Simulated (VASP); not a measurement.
A run of VASP 6.6.1 is set up as follows.

File INCAR:

```
ALGO     = Normal         # electronic algorithm
EDIFF    = 1E-6           # SCF threshold, eV
ENCUT    = 520            # plane-wave cutoff, eV
GGA      = PE             # functional
ISIF     = 2              # what is computed and relaxed
ISMEAR   = 0              # smearing method
ISPIN    = 2              # spin polarisation
LASPH    = T              # aspherical terms in the spheres
LCHARG   = F              # write CHGCAR
LMAXMIX  = 4              # l up to which the mixer works
LORBIT   = 11             # projections on sites
LREAL    = Auto         
LUSENCCL = F            
LWAVE    = F              # write WAVECAR
MAGMOM   = 0 0 0 0 0 0 0 0 0 0 0 0 0 0 0 0 0.333 0 0.333 0.333 0 0 0 0 0 0 0 0 0 0.333 0 0.333 0.333 0 0 0 0 0 # initial moments
NBANDS   = 191            # bands
NELECT   = 326.0        
NELM     = 150            # most SCF steps
PREC     = Accurate       # precision mode
SIGMA    = 0.01           # smearing width, eV
```

KPOINTS

```
Automatic mesh
0
Gamma
  2 2 2
  0.5 0.5 0.5
```

Contents of POSCAR:

```
Mo6Se13
1.0
   -4.9814417626      4.7933945709     -7.4957540085
    6.6419223501      1.9173578284     -7.4957540085
   -1.6604805875     -6.7107523993     -7.4957540085
Mo Se
12 26
Direct
    0.8719202440      0.9521269331      0.1756901501
    0.4136653947      0.5603055347      0.0257663978
    0.1765481814      0.8772317183      0.9458103522
    0.7172482714      0.4864781361      0.7960353825
    0.0218439962      0.4103817824      0.5675115485
    0.6421892287      0.2557098098      0.1018627515
    0.9480165977      0.1806507671      0.8710944252
    0.4849675207      0.7945241446      0.7200709619
    0.2560626062      0.1046863465      0.6388136746
    0.7919641984      0.7150097199      0.4926163337
    0.3387701799      0.3304257368      0.3303943353
    0.5662248080      0.0234290592      0.4099087600
    0.3617471774      0.9002087158      0.5155933312
    0.1309014014      0.2119991422      0.4358559662
    0.6735376038      0.8204713508      0.2847475552
    0.4413116241      0.1276548886      0.2068259180
    0.9789095288      0.7475364214      0.0553803144
    0.2820098124      0.6693629398      0.8273837576
    0.9015341605      0.5173710673      0.3629210368
    0.2090748829      0.4399956990      0.1327556827
    0.7463883514      0.0543701264      0.9747122413
    0.5159085879      0.3593276259      0.9002345052
    0.0529797642      0.9797731626      0.7430395040
    0.5891933502      0.5914413026      0.5951577780
    0.8208660875      0.2848498898      0.6697547418
    0.5097216388      0.0481831772      0.6635677926
    0.2781622448      0.3592079509      0.5831187871
    0.8207464125      0.9677341717      0.4320083986
    0.5905755197      0.2768955996      0.3560573250
    0.1242175420      0.8927194932      0.2005173458
    0.4292726333      0.8166237832      0.9745925663
    0.0466711919      0.6626790805      0.5081041086
    0.3542579548      0.5851327304      0.2780636959
    0.8959525644      0.2039369128      0.1242418351
    0.6654753744      0.5088572197      0.0497987182
    0.2022111712      0.1290370582      0.8922802150
    0.7384340611      0.7406727096      0.7444216736
    0.9703956812      0.4344141028      0.8193215282
```

Potentials or basis: VASP PAW PBE potentials, release 64 (Mo_sv, Se).

Run with:

```bash
$ cat potpaw_PBE.64/Mo_sv/POTCAR potpaw_PBE.64/Se/POTCAR > POTCAR
$ mpirun -np 1 vasp_std > vasp.out
```

(1) Estimate the net moment.

(2) Predict the site moments.

Answers

(1) 4.00 μB per cell.

(2) Mo +0.32, +0.01, +0.02 (each value once); Se +0.01, +0.00, +0.15 (each value once) μB.

Caveat: the cell carries a net charge on a neutralising background, which shifts energy and pressure; the cell differs from its parent crystal (atoms taken out, then relaxed in part).
